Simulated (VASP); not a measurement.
# Ti3W (I4/mmm) in VASP: further runs

Runs on Ti3W. Level: PBE. Tasks: single point, relaxation of cell and atoms.

All numbers are computed with VASP 6.6.1; they aren't measurements. Logs are shortened: lines on timing, memory, paths and dates and some standing lists are left out, and cuts for length are marked.

## (1) The cell of the first run

The structure is tetragonal, space group I4/mmm (No. 139). The conventional cell has a = 3.770 Å, b = 3.770 Å, c = 8.422 Å, α = 90.00°, β = 90.00°, γ = 90.00°. Within 3.5 Å of Ti (site symmetry 4/mmm) lie 4 W at 2.67 Å and 8 Ti at 2.83 Å. Within 3.5 Å of Ti (site symmetry -4m2) lie 8 Ti at 2.67 to 2.83 Å and 4 W at 2.83 Å. Within 3.5 Å of W (site symmetry 4/mmm) lie 12 Ti at 2.67 to 2.83 Å.

## (2) Single point, PBE

INCAR

```
PREC = Accurate
ENCUT = 520
EDIFF = 1E-6
ISMEAR = 0
SIGMA = 0.1
LREAL = F
LASPH = T
NELM = 60
ALGO = Normal
ISIF = 2
LWAVE = F
LCHARG = F
GGA = PE
NBANDS = 33
```

KPOINTS

```
regular mesh
0
Gamma
  6 6 6
```

POSCAR

```
Ti3W
1.0
   -1.8851182017      1.8851182017      4.2109133857
    1.8851182017     -1.8851182017      4.2109133857
    1.8851182017      1.8851182017     -4.2109133857
Ti W
3 1
Direct
    0.5000000000      0.5000000000      0.0000000000
    0.2500000000      0.7500000000      0.5000000000
    0.7500000000      0.2500000000      0.5000000000
    0.0000000000      0.0000000000      0.0000000000
```

Potentials or basis: VASP PAW PBE potentials, release 64 (Ti_sv, W_sv).

Run with:

```bash
$ cat potpaw_PBE.64/Ti_sv/POTCAR potpaw_PBE.64/W_sv/POTCAR > POTCAR
$ mpirun -np 1 vasp_std > vasp.out
```

OUTCAR:

```text
PREC = Accurate
   ENCUT = 520
   EDIFF = 1E-6
   ISMEAR = 0
   LREAL = F
   LASPH = T
   NELM = 60
   ISIF = 2
   GGA = PE

 ion  position               nearest neighbor table
   1  0.500  0.500  0.000-   4 2.67   4 2.67   4 2.67   4 2.67   3 2.83   2 2.83   3 2.83   3 2.83
                             2 2.83   2 2.83   3 2.83   2 2.83
   2  0.250  0.750  0.500-   3 2.67   3 2.67   3 2.67   3 2.67   4 2.83   1 2.83   4 2.83   1 2.83
                             4 2.83   4 2.83   1 2.83   1 2.83
   3  0.750  0.250  0.500-   2 2.67   2 2.67   2 2.67   2 2.67   4 2.83   1 2.83   4 2.83   4 2.83
                             1 2.83   1 2.83   4 2.83   1 2.83
   4  0.000  0.000  0.000-   1 2.67   1 2.67   1 2.67   1 2.67   3 2.83   2 2.83   3 2.83   2 2.83
                             3 2.83   3 2.83   2 2.83   2 2.83

  LATTYP: Found a body centered tetragonal cell.
 ALAT       =     3.7702364034
 C/A-ratio  =     2.2337662338

  Lattice vectors:

 A1 = (  -1.8851182017,   1.8851182017,   4.2109133857)
 A2 = (   1.8851182017,  -1.8851182017,   4.2109133857)
 A3 = (   1.8851182017,   1.8851182017,  -4.2109133857)

Analysis of symmetry for initial positions (statically):
=====================================================================
 Subroutine PRICEL returns:
 Original cell was already a primitive cell.

 Routine SETGRP: Setting up the symmetry group for a
 body centered tetragonal supercell.

 Subroutine GETGRP returns: Found 16 space group operations
 (whereof 16 operations were pure point group operations)
 out of a pool of 16 trial point group operations.

The static configuration has the point symmetry D_4h.

Analysis of symmetry for dynamics (positions and initial velocities):
=====================================================================
 Subroutine PRICEL returns:
 Original cell was already a primitive cell.

 Routine SETGRP: Setting up the symmetry group for a
 body centered tetragonal supercell.

 Subroutine GETGRP returns: Found 16 space group operations
 (whereof 16 operations were pure point group operations)
 out of a pool of 16 trial point group operations.

The dynamic configuration has the point symmetry D_4h.

 Subroutine INISYM returns: Found 16 space group operations
 (whereof 16 operations are pure point group operations),
 and found     1 'primitive' translations

----------------------------------------------------------------------------------------

                                     Primitive cell

  volume of cell :      59.8568

  direct lattice vectors                    reciprocal lattice vectors
    -1.885118202  1.885118202  4.210913386     0.000000000  0.265235357  0.118739084
     1.885118202 -1.885118202  4.210913386     0.265235357  0.000000000  0.118739084
     1.885118202  1.885118202 -4.210913386     0.265235357  0.265235357  0.000000000

  length of vectors
     4.983887319  4.983887319  4.983887319     0.290600697  0.290600697  0.375099440

  position of ions in fractional coordinates (direct lattice)
     0.500000000  0.500000000  0.000000000
     0.250000000  0.750000000  0.500000000
     0.750000000  0.250000000  0.500000000
     0.000000000  0.000000000  0.000000000

  ion indices of the primitive-cell ions
   primitive index   ion index
                 1           1
                 2           2
                 3           3
                 4           4

----------------------------------------------------------------------------------------

 KPOINTS: regular mesh

Automatic generation of k-mesh.
 Grid dimensions read from file:
 generate k-points for:    6    6    6

 Generating k-lattice:

  Cartesian coordinates                     Fractional coordinates (reciprocal lattice)
     0.000000000  0.044205893  0.019789847     0.166666667 -0.000000000  0.000000000
     0.044205893  0.000000000  0.019789847    -0.000000000  0.166666667  0.000000000
     0.044205893  0.044205893  0.000000000     0.000000000  0.000000000  0.166666667

  Length of vectors
     0.048433449  0.048433449  0.062516573

  Shift w.r.t. Gamma in fractional coordinates (k-lattice)
     0.000000000  0.000000000  0.000000000

 Subroutine IBZKPT returns following result:
 ===========================================

 Found     30 irreducible k-points:

 Following reciprocal coordinates:
            Coordinates               Weight
  0.000000  0.000000  0.000000      1.000000
  0.166667  0.000000 -0.000000      8.000000
  0.333333  0.000000 -0.000000      8.000000
  0.500000  0.000000 -0.000000      4.000000
  0.166667  0.166667 -0.000000      8.000000
  0.333333  0.166667 -0.000000     16.000000
[... 16 lines left out ...]
 -0.333333 -0.333333  0.166667      8.000000
 -0.166667 -0.333333  0.166667      8.000000
 [... further k-points ...]
   k-points           NKPTS =     30   k-points in BZ     NKDIM =     30   number of bands    NBANDS=     33
   number of dos      NEDOS =    301   number of ions     NIONS =      4
   total plane-waves  NPLWV =  64000
   dimension x,y,z NGX =    40 NGY =   40 NGZ =   40
   dimension x,y,z NGXF=    80 NGYF=   80 NGZF=   80
   ions per type =               3   1
   NGX,Y,Z   is equivalent  to a cutoff of  13.34, 13.34, 13.34 a.u.
   NGXF,Y,Z  is equivalent  to a cutoff of  26.69, 26.69, 26.69 a.u.
 SYSTEM =  unknown system
   PREC   = accura    normal or accurate (medium, high low for compatibility)
   ISTART =      0    job   : 0-new  1-cont  2-samecut
   ICHARG =      2    charge: 1-file 2-atom 10-const
   ISPIN  =      1    spin polarized calculation?
   LNONCOLLINEAR =      F non collinear calculations
   LSORBIT =      F    spin-orbit coupling
   LASPH  =      T    aspherical Exc in radial PAW
   ENCUT  =  520.0 eV  38.22 Ry    6.18 a.u.   9.27  9.27  9.27*2*pi/ulx,y,z
   NELM   =     60;   NELMIN=  2; NELMDL= -5     # of ELM steps
   EDIFF  = 0.1E-05   stopping-criterion for ELM
   LREAL  =      F    real-space projection
   EDIFFG = 0.1E-04   stopping-criterion for IOM
   NSW    =      0    number of steps for IOM
   IBRION =     -1    ionic relax: 0-MD 1-quasi-New 2-CG
   NFREE  =      0    steps in history (QN), initial steepest desc. (CG)
   ISIF   =      2    stress and relaxation
   ISYM   =      2    0-nonsym 1-usesym 2-fastsym
   POTIM  = 0.5000    time-step for ionic-motion
   TEBEG  =    0.0;   TEEND  =   0.0 temperature during run
   PSTRESS=    0.0 pullay stress
   NELECT =      50.0000    total number of electrons
   NUPDOWN=      -1.0000    fix difference up-down
   EMIN   =  10.00;   EMAX   =-10.00  energy-range for DOS
   EFERMI =   0.00;   METHOD = LEGACY
   ISMEAR =     0;   SIGMA  =   0.10  broadening in eV -4-tet -1-fermi 0-gaus
   EFERMI_NEDOS =   21; number of points for ismear=-14 and -15
   IALGO  =     38    algorithm
   IMIX   =      4    mixing-type and parameters
     AMIX     =   0.40;   BMIX     =  1.00
     AMIX_MAG =   1.60;   BMIX_MAG =  1.00
  volume/ion in A,a.u.               =      14.96       100.98
  Fermi-wavevector in a.u.,A,eV,Ry     =   1.541796  2.913573 32.342898  2.377136
  Thomas-Fermi vector in A             =   2.647692
   LORBIT       =      0    0 simple, 1 ext, 2 COOP (PROOUT), +10 PAW based schemes
   GGA     = PE    functional components
   LHFCALC =     F    Hartree Fock is set to
   AEXX    =    0.0000 exact exchange contribution
   IVDW    =     0    specifies the selected vdW correction
   LEPSILON=     F    determine dielectric tensor
   LRPA    =     F    only Hartree local field effects (RPA)
 non-spin polarized calculation
 Gauss-broadening in eV      SIGMA  =   0.10
  energy-cutoff  :      520.00
  volume of cell :       59.86
 maximum number of plane-waves:      1630
 NGX is ok and might be reduce to    40
   NGX = 19   NGY = 19   NGZ = 19

 number of electron      50.0000003 magnetization

 Free energy of the ion-electron system (eV)
  ---------------------------------------------------
  ext. energy  EPLUGINS =         0.00000000
  ---------------------------------------------------
  free energy    TOTEN  =       -35.54209237 eV

  energy without entropy =      -35.51338556  energy(sigma->0) =      -35.52773897

 E-fermi :  10.3144     XC(G=0): -12.6693

 val. band max:       10.2721640603   @ k =   0.3333   0.1667   0.1667
 cond. band min:      10.3265410865   @ k =   0.3333   0.1667   0.1667
 fundamental gap:      0.0543770262
 Fermi energy:        10.3144115001

 k-point     1 :       0.0000    0.0000    0.0000
  band No.  band energies     occupation
      1     -62.9489      2.00000
      2     -46.1323      2.00000
      3     -45.8860      2.00000
      4     -45.8692      2.00000
      5     -27.2746      2.00000
      6     -27.2746      2.00000
[... 25 lines left out ...]
     32      12.5560      0.00000
     33      13.9051      0.00000

 k-point     2 :       0.1667    0.0000   -0.0000
  band No.  band energies     occupation
      1     -62.9487      2.00000
      2     -46.1146      2.00000
      3     -45.9006      2.00000
      4     -45.8725      2.00000
      5     -27.2768      2.00000
      6     -27.2688      2.00000
[... 25 lines left out ...]
     32      12.8554      0.00000
     33      13.6732      0.00000

 k-point     3 :       0.3333    0.0000   -0.0000
  band No.  band energies     occupation
      1     -62.9483      2.00000
      2     -46.0669      2.00000
      3     -45.9420      2.00000
      4     -45.8794      2.00000
      5     -27.2808      2.00000
      6     -27.2571      2.00000
[... 25 lines left out ...]
     32      12.9493      0.00000
     33      13.3487      0.00000

 k-point     4 :       0.5000    0.0000   -0.0000
  band No.  band energies     occupation
      1     -62.9481      2.00000
      2     -46.0108      2.00000
      3     -45.9949      2.00000
      4     -45.8828      2.00000
      5     -27.2825      2.00000
      6     -27.2512      2.00000
[... 673 lines left out ...]
     32      13.2392      0.00000
     33      13.6087      0.00000

 k-point    23 :      -0.3333   -0.3333    0.1667
  band No.  band energies     occupation
      1     -62.9485      2.00000
      2     -46.0842      2.00000
      3     -45.9132      2.00000
      4     -45.8913      2.00000
      5     -27.2891      2.00000
      6     -27.2654      2.00000
[... 25 lines left out ...]
     32      13.3413      0.00000
     33      13.4472      0.00000

 k-point    24 :      -0.1667   -0.3333    0.1667
  band No.  band energies     occupation
      1     -62.9487      2.00000
      2     -46.1042      2.00000
      3     -45.9015      2.00000
      4     -45.8830      2.00000
      5     -27.2785      2.00000
      6     -27.2707      2.00000
[... 25 lines left out ...]
     32      13.7440      0.00000
     33      13.8251      0.00000

 [... further k-points ...]

------------------------ aborting loop because EDIFF is reached ----------------------------------------

  FORCE on cell =-STRESS in cart. coord.  units (eV):
  Direction    XX          YY          ZZ          XY          YZ          ZX
  --------------------------------------------------------------------------------------
  -------------------------------------------------------------------------------------
  Total        6.5749841      6.5749841      8.9549667      0.0000000     -0.0000000      0.0000000
  in kB      175.9915488    175.9915488    239.6961639      0.0000000     -0.0000000      0.0000000
  external PRESSURE =     197.2264205 kB  Pullay stress =       0.0000000 kB

 VOLUME and BASIS-vectors are now :
 -----------------------------------------------------------------------------
  energy-cutoff  :      520.00
  volume of cell :       59.86
      direct lattice vectors                 reciprocal lattice vectors
    -1.885118202  1.885118202  4.210913386     0.000000000  0.265235357  0.118739084
     1.885118202 -1.885118202  4.210913386     0.265235357  0.000000000  0.118739084
     1.885118202  1.885118202 -4.210913386     0.265235357  0.265235357  0.000000000

 POSITION                                       TOTAL-FORCE (eV/Angst)
 -----------------------------------------------------------------------------------
      0.00000      0.00000      4.21091         0.000000     -0.000000      0.000000
      1.88512      0.00000      2.10546        -0.000000      0.000000      0.000000
      0.00000      1.88512      2.10546        -0.000000      0.000000     -0.000000
      0.00000      0.00000      0.00000         0.000000     -0.000000      0.000000
 -----------------------------------------------------------------------------------
    total drift:                               -0.000000     -0.000000      0.000000

  FREE ENERGIE OF THE ION-ELECTRON SYSTEM (eV)
  ---------------------------------------------------
  free  energy   TOTEN  =       -35.5420923738 eV

  energy  without entropy=      -35.5133855641  energy(sigma->0) =      -35.52773897
```

It took 3.2 min on 1 thread of Intel Xeon 8259CL, shared host; peak memory 0.26 GiB.

What came out:

* Free energy: -35.5421 eV
* Pressure: 19.7 GPa
* Band gap on the k mesh: zero (bands 25 and 26 overlap by 0.87 eV)

Levels at points of the mesh, in eV from the Fermi level:
```
           k point  band 23  band 24  band 25  band 26  band 27  band 28
(0.00, 0.00, 0.00)    -1.21    -0.38    -0.38    -0.05     1.21     1.21
(0.50, 0.00, 0.00)    -1.12    -0.90    -0.50    -0.08     0.33     0.86
(0.50, 0.50, 0.00)    -0.90    -0.23    -0.19     0.18     0.88     1.12
(0.50, 0.50, 0.50)    -2.12    -1.04     0.08     0.57     2.62     2.62
```

Caveat: the cell stands under pressure; spin-orbit coupling is left out, which moves the levels of the heavy elements.

[end of part 1 of 2]
